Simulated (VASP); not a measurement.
Crystal: Ni.

```
CELL_PARAMETERS angstrom
0.00000 1.71044 1.71044
1.71044 0.00000 1.71044
1.71044 1.71044 0.00000
ATOMIC_POSITIONS crystal
Ni 0.00000 0.00000 0.00000
```

Program: VASP 6.6.1. Alike in all runs: task single point; level LDA; potentials or basis VASP PAW LDA potentials, release 64 (Ni); no spin polarisation; cell as given; cutoff (eV) 600.

**Question.** Order these runs on this cell by their pressure, lowest first.
A. k mesh 4 × 4 × 4; smearing fermi-dirac 0.1 eV
B. k mesh 16 × 16 × 16; smearing fermi-dirac 0.2 eV
C. k mesh 16 × 16 × 16; smearing methfessel-paxton 0.03 eV
D. k mesh 16 × 16 × 16; smearing fermi-dirac 0.3 eV
E. k mesh 16 × 16 × 16; smearing fermi-dirac 0.6 eV

**Answer.** A (-2.7 GPa), C (-0.8 GPa), B (1.1 GPa), D (2.7 GPa), E (9.8 GPa).

Caveats: some runs use coarse meshes; the run has no spin polarisation, though such a crystal can be magnetic.
